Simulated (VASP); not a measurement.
# BP (F-43m) in VASP: a series of runs, part 2 of 2

VASP 6.6.1. The steps go on from the part before.

## 3. Single point, r2SCAN

This run uses another cell than the first one, of 10.75 Å³/atom, 1.045 times its volume.

POSCAR reads:

```
BP
1.0
    0.0000000000      2.2068040467      2.2068040467
    2.2068040467      0.0000000000      2.2068040467
    2.2068040467      2.2068040467      0.0000000000
B P
1 1
Direct
    0.0000000000      0.0000000000      0.0000000000
    0.2500000000      0.2500000000      0.2500000000
```

INCAR.step1 reads:

```
SYSTEM = BP
  ALGO = Normal
  EDIFF = 1E-5
  ENCUT = 550
  GGA = PE
  GGA_COMPAT = .FALSE.
  ISMEAR = 0
  LASPH = .TRUE.
  LCHARG = .FALSE.
  LREAL = .FALSE.
  LWAVE = .TRUE.
  NBANDS = 11
  NELM = 120
  PREC = Accurate
  SIGMA = 0.01
```

INCAR.step2 reads:

```
SYSTEM = BP
  ALGO = Normal
  EDIFF = 1E-6
  ENCUT = 550
  GGA_COMPAT = .FALSE.
  ISIF = 2
  ISMEAR = 0
  ISTART = 1
  LASPH = .TRUE.
  LCHARG = .FALSE.
  LMIXTAU = .TRUE.
  LREAL = .FALSE.
  LWAVE = .FALSE.
  METAGGA = R2SCAN
  NBANDS = 11
  NELM = 120
  PREC = Accurate
  SIGMA = 0.01
```

KPOINTS reads:

```
k-points
0
G
  6 6 6
  0 0 0
```

Potentials or basis: VASP PAW PBE potentials, release 64 (B, P).

The run is started by

```sh
cat potpaw_PBE.64/B/POTCAR potpaw_PBE.64/P/POTCAR > POTCAR
cp INCAR.step1 INCAR
mpirun -np 1 vasp_std > vasp.out
cp INCAR.step2 INCAR
mpirun -np 1 vasp_std > vasp.out
```

Run time: 22 s. Hardware: 1 thread of Intel Xeon 8259CL, shared host; peak memory 0.13 GiB.

The run converged. Its results:

- Free energy: -17.2110 eV
- Pressure: 15.8 GPa
- Band gap on the k mesh: 1.36 eV, indirect (least direct gap 3.78 eV)

Levels at points of the mesh, in eV from the valence-band top:
```
           k point  band 1  band 2  band 3  band 4  band 5  band 6  band 7  band 8
(0.00, 0.00, 0.00)  -17.05    0.00    0.00    0.00    3.78    3.78    3.78    9.38
(0.50, 0.00, 0.00)  -13.22  -10.14   -1.97   -1.97    4.68    5.08    5.08   11.23
(0.50, 0.50, 0.00)  -11.42   -9.58   -4.66   -4.66    1.36    1.84   13.90   13.90
```

Caveat: the PAW data sets were made with another functional, which shifts forces and pressure a little. r2SCAN opens gaps a little over a GGA but as a rule still falls short of measured ones.

## 4. Single point, r2SCAN

This run uses another cell than the first one, of 11.21 Å³/atom, 1.091 times its volume.

POSCAR reads:

```
BP
1.0
    0.0000000000      2.2383340787      2.2383340787
    2.2383340787      0.0000000000      2.2383340787
    2.2383340787      2.2383340787      0.0000000000
B P
1 1
Direct
    0.0000000000      0.0000000000      0.0000000000
    0.2500000000      0.2500000000      0.2500000000
```

INCAR.step1 reads:

```
SYSTEM = BP
PREC = Accurate
ENCUT = 550
ISMEAR = 0
SIGMA = 0.01
LREAL = .False.
LASPH = .True.
NELM = 120
NBANDS = 11
GGA = PE
ALGO = Normal
EDIFF = 1E-5
LWAVE = .True.
LCHARG = .False.
GGA_COMPAT = .False.
```

INCAR.step2 reads:

```
SYSTEM = BP
PREC = Accurate
ENCUT = 550
EDIFF = 1E-6
ISMEAR = 0
SIGMA = 0.01
LREAL = .False.
LASPH = .True.
NELM = 120
ALGO = Normal
ISIF = 2
LWAVE = .False.
LCHARG = .False.
METAGGA = R2SCAN
LMIXTAU = .True.
NBANDS = 11
ISTART = 1
GGA_COMPAT = .False.
```

KPOINTS reads:

```
regular mesh
0
Gamma
  6 6 6
  0 0 0
```

The run is started by

```sh
cat potpaw_PBE.64/B/POTCAR potpaw_PBE.64/P/POTCAR > POTCAR
cp INCAR.step1 INCAR
mpirun -np 1 vasp_std > vasp.out
cp INCAR.step2 INCAR
mpirun -np 1 vasp_std > vasp.out
```

It took 25 s on 1 thread of Intel Xeon 8259CL, shared host; peak memory 0.14 GiB.

Results (log left out):

* Free energy: -17.2770 eV
* Pressure: 6.9 GPa
* Band gap on the k mesh: 1.45 eV, indirect (least direct gap 3.70 eV)

Levels at points of the mesh, in eV from the valence-band top:
```
           k point  band 1  band 2  band 3  band 4  band 5  band 6  band 7  band 8  band 9
(0.00, 0.00, 0.00)  -16.64    0.00    0.00    0.00    3.70    3.70    3.70    8.67   12.72
(0.50, 0.00, 0.00)  -12.99   -9.81   -1.92   -1.92    4.40    5.05    5.05   11.07   15.76
(0.50, 0.50, 0.00)  -11.25   -9.35   -4.50   -4.50    1.45    1.87   13.47   13.47   16.94
```

Caveat: the PAW data sets were made with another functional, which shifts forces and pressure a little. A k mesh can miss the band edges.

## 5. Single point, r2SCAN

This run uses another cell than the first one, of 12.15 Å³/atom, 1.182 times its volume.

POSCAR reads:

```
BP
1.0
    0.0000000000      2.2988586873      2.2988586873
    2.2988586873      0.0000000000      2.2988586873
    2.2988586873      2.2988586873      0.0000000000
B P
1 1
Direct
    0.0000000000      0.0000000000      0.0000000000
    0.2500000000      0.2500000000      0.2500000000
```

INCAR.step1 reads:

```
SYSTEM = BP
  PREC = Accurate
  ENCUT = 550
  ISMEAR = 0
  SIGMA = 0.01
  LREAL = .FALSE.
  LASPH = .TRUE.
  NELM = 120
  NBANDS = 11
  GGA = PE
  ALGO = Normal
  EDIFF = 1E-5
  LWAVE = .TRUE.
  LCHARG = .FALSE.
  GGA_COMPAT = .FALSE.
```

INCAR.step2 reads:

```
SYSTEM = BP
  PREC = Accurate
  ENCUT = 550
  EDIFF = 1E-6
  ISMEAR = 0
  SIGMA = 0.01
  LREAL = .FALSE.
  LASPH = .TRUE.
  NELM = 120
  ALGO = Normal
  ISIF = 2
  LWAVE = .FALSE.
  LCHARG = .TRUE.
  METAGGA = R2SCAN
  LMIXTAU = .TRUE.
  LELF = .TRUE.
  LVHAR = .TRUE.
  NBANDS = 11
  ISTART = 1
  GGA_COMPAT = .FALSE.
```

KPOINTS reads:

```
Automatic mesh
0
G
  6 6 6
  0 0 0
```

The run is started by

```sh
cat potpaw_PBE.64/B/POTCAR potpaw_PBE.64/P/POTCAR > POTCAR
cp INCAR.step1 INCAR
mpirun -np 1 vasp_std > vasp.out
cp INCAR.step2 INCAR
mpirun -np 1 vasp_std > vasp.out
```

It took 63 s on 1 thread of Intel Xeon 8259CL, shared host; peak memory 0.15 GiB.

It converged, with:

- Free energy: -17.2745 eV
- Pressure: -6.7 GPa
- Band gap on the k mesh: 1.61 eV, indirect (least direct gap 3.58 eV)

Levels at points of the mesh, in eV from the valence-band top:
```csv
k point,band 1,band 2,band 3,band 4,band 5,band 6,band 7,band 8,band 9
"(0.00, 0.00, 0.00)",-15.90,0.00,0.00,0.00,3.58,3.58,3.58,7.39,12.11
"(0.50, 0.00, 0.00)",-12.56,-9.21,-1.81,-1.81,3.89,5.00,5.00,10.77,15.22
"(0.50, 0.50, 0.00)",-10.96,-8.92,-4.20,-4.20,1.61,1.94,12.68,12.68,15.90
```

Caveat: the PAW data sets were made with another functional, which shifts forces and pressure a little. A k mesh can miss the band edges.

## 6. Single point, r2SCAN

This run uses another cell than the first one, of 12.62 Å³/atom, 1.227 times its volume.

POSCAR reads:

```
BP
1.0
    0.0000000000      2.3279612538      2.3279612538
    2.3279612538      0.0000000000      2.3279612538
    2.3279612538      2.3279612538      0.0000000000
B P
1 1
Direct
    0.0000000000      0.0000000000      0.0000000000
    0.2500000000      0.2500000000      0.2500000000
```

INCAR.step1 reads:

```
SYSTEM = BP
ALGO = Normal
EDIFF = 1E-5
ENCUT = 550
GGA = PE
GGA_COMPAT = .False.
ISMEAR = 0
LASPH = .True.
LCHARG = .False.
LREAL = .False.
LWAVE = .True.
NBANDS = 11
NELM = 120
PREC = Accurate
SIGMA = 0.01
```

INCAR.step2 reads:

```
SYSTEM = BP
ALGO = Normal
EDIFF = 1E-6
ENCUT = 550
GGA_COMPAT = .False.
ISIF = 2
ISMEAR = 0
ISTART = 1
LASPH = .True.
LCHARG = .False.
LMIXTAU = .True.
LREAL = .False.
LWAVE = .False.
METAGGA = R2SCAN
NBANDS = 11
NELM = 120
PREC = Accurate
SIGMA = 0.01
```

KPOINTS reads:

```
k-points
0
Gamma
  6 6 6
  0 0 0
```

Potentials or basis: VASP PAW PBE potentials, release 64 (B, P).

The run is started by

```sh
cat potpaw_PBE.64/B/POTCAR potpaw_PBE.64/P/POTCAR > POTCAR
cp INCAR.step1 INCAR
mpirun -np 1 vasp_std > vasp.out
cp INCAR.step2 INCAR
mpirun -np 1 vasp_std > vasp.out
```

Run time: 74 s. Hardware: 1 thread of Intel Xeon 8259CL, shared host; peak memory 0.15 GiB.

Results (log left out):

```yaml
Free_energy: -17.2209 eV
Pressure: -11.7 GPa
Band_gap_on_the_k_mesh: 1.66 eV, indirect (least direct gap 3.54 eV)
```

Levels at points of the mesh, in eV from the valence-band top:
```csv
k point,band 1,band 2,band 3,band 4,band 5,band 6,band 7,band 8,band 9
"(0.00, 0.00, 0.00)",-15.56,0.00,0.00,0.00,3.54,3.54,3.54,6.81,11.84
"(0.50, 0.00, 0.00)",-12.37,-8.95,-1.76,-1.76,3.66,4.98,4.98,10.62,14.98
"(0.50, 0.50, 0.00)",-10.82,-8.72,-4.06,-4.06,1.68,1.98,12.32,12.32,15.44
```

Caveat: the PAW data sets were made with another functional, which shifts forces and pressure a little.

## 7. Single point, r2SCAN

This run uses another cell than the first one, of 13.08 Å³/atom, 1.273 times its volume.

POSCAR reads:

```
BP
1.0
    0.0000000000      2.3563538234      2.3563538234
    2.3563538234      0.0000000000      2.3563538234
    2.3563538234      2.3563538234      0.0000000000
B P
1 1
Direct
    0.0000000000      0.0000000000      0.0000000000
    0.2500000000      0.2500000000      0.2500000000
```

INCAR.step1 reads:

```
SYSTEM = BP
ALGO = Normal
EDIFF = 1E-5
ENCUT = 550
GGA = PE
GGA_COMPAT = .FALSE.
ISMEAR = 0
LASPH = .TRUE.
LCHARG = .FALSE.
LREAL = .FALSE.
LWAVE = .TRUE.
NBANDS = 11
NELM = 120
PREC = Accurate
SIGMA = 0.01
```

INCAR.step2 reads:

```
SYSTEM = BP
ALGO = Normal
EDIFF = 1E-6
ENCUT = 550
GGA_COMPAT = .FALSE.
ISIF = 2
ISMEAR = 0
ISTART = 1
LASPH = .TRUE.
LCHARG = .TRUE.
LELF = .TRUE.
LMIXTAU = .TRUE.
LREAL = .FALSE.
LVHAR = .TRUE.
LWAVE = .FALSE.
METAGGA = R2SCAN
NBANDS = 11
NELM = 120
PREC = Accurate
SIGMA = 0.01
```

KPOINTS reads:

```
k-points
0
G
  6 6 6
  0 0 0
```

The run is started by

```sh
cat potpaw_PBE.64/B/POTCAR potpaw_PBE.64/P/POTCAR > POTCAR
cp INCAR.step1 INCAR
mpirun -np 1 vasp_std > vasp.out
cp INCAR.step2 INCAR
mpirun -np 1 vasp_std > vasp.out
```

Run time: 67 s. Hardware: 1 thread of Intel Xeon 8259CL, shared host; peak memory 0.15 GiB.

It converged, with:

| Item | Value |
| --- | --- |
| Free energy | -17.1403 eV |
| Pressure | -15.9 GPa |
| Band gap on the k mesh | 1.70 eV, indirect (least direct gap 3.49 eV) |

Levels at points of the mesh, in eV from the valence-band top:
```
           k point  band 1  band 2  band 3  band 4  band 5  band 6  band 7  band 8
(0.00, 0.00, 0.00)  -15.25    0.00    0.00    0.00    3.49    3.49    3.49    6.26
(0.50, 0.00, 0.00)  -12.18   -8.70   -1.71   -1.71    3.45    4.96    4.96   10.47
(0.50, 0.50, 0.00)  -10.69   -8.53   -3.92   -3.92    1.74    2.01   11.97   11.97
```

Caveat: the PAW data sets were made with another functional, which shifts forces and pressure a little.

## 8. Summary

```tsv
cell	gap on the mesh (eV)	pressure (GPa)
a = 3.075 Å, angles 60.0°, 2 atoms	1.27	26.7
a = 3.121 Å, angles 60.0°, 2 atoms	1.36	15.8
a = 3.165 Å, angles 60.0°, 2 atoms	1.45	6.9
a = 3.251 Å, angles 60.0°, 2 atoms	1.61	-6.7
a = 3.292 Å, angles 60.0°, 2 atoms	1.66	-11.7
a = 3.332 Å, angles 60.0°, 2 atoms	1.70	-15.9
```

Alike in all rows: task single point; level r2SCAN; potentials or basis VASP PAW PBE potentials, release 64 (B, P); no spin polarisation; k mesh 6 × 6 × 6; cutoff (eV) 550; smearing gaussian 0.01 eV.

Caveats: the PAW data sets were made with another functional, which shifts forces and pressure a little.

Total energies depend on the potentials used, so only differences within one code and one set of settings carry meaning.
